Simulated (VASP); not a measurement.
Here is a VASP 6.6.1 calculation.

File INCAR:

```
PREC = Accurate
ENCUT = 520
EDIFF = 1E-8
ISMEAR = -1
SIGMA = 0.05
LREAL = False
LASPH = True
NELM = 60
ALGO = Normal
ISIF = 2
LWAVE = False
LCHARG = False
GGA = CA
LEFG = True
NBANDS = 19
```

The input KPOINTS:

```
regular mesh
0
Gamma
  12 12 7
```

Contents of POSCAR:

```
Zn
1.0
    2.7850770257      0.0000000000      0.0000000000
   -1.3925385129      2.4119474558      0.0000000000
    0.0000000000      0.0000000000      4.5118247817
Zn
2
Direct
    0.2133333333      0.6066666667      0.1600000000
    0.7866666667      0.3933333333      0.8400000000
```

Potentials or basis: VASP PAW LDA potentials, release 64 (Zn).

The run is started by

```bash
$ cat potpaw_LDA.64/Zn/POTCAR > POTCAR
$ mpirun -np 1 vasp_std > vasp.out
```

(1) Estimate the largest force.

(2) Predict the band gap on the k mesh.

(3) Predict the pressure.

## Answers

(1) 14.153 eV/Å.

(2) zero (bands 12 and 13 overlap by 3.07 eV).

(3) 42.8 GPa.

Caveat: the cell differs from its parent crystal (shortest bond scaled by 0.64); the stress differs along the axes, from 14 to 82 GPa; without QUAD_EFG the Cq values of the log hold for a quadrupole moment of 1 mb, not for the nuclei; forces of over 1 eV/Å act on the atoms, so gaps and moduli don't describe the material at rest.
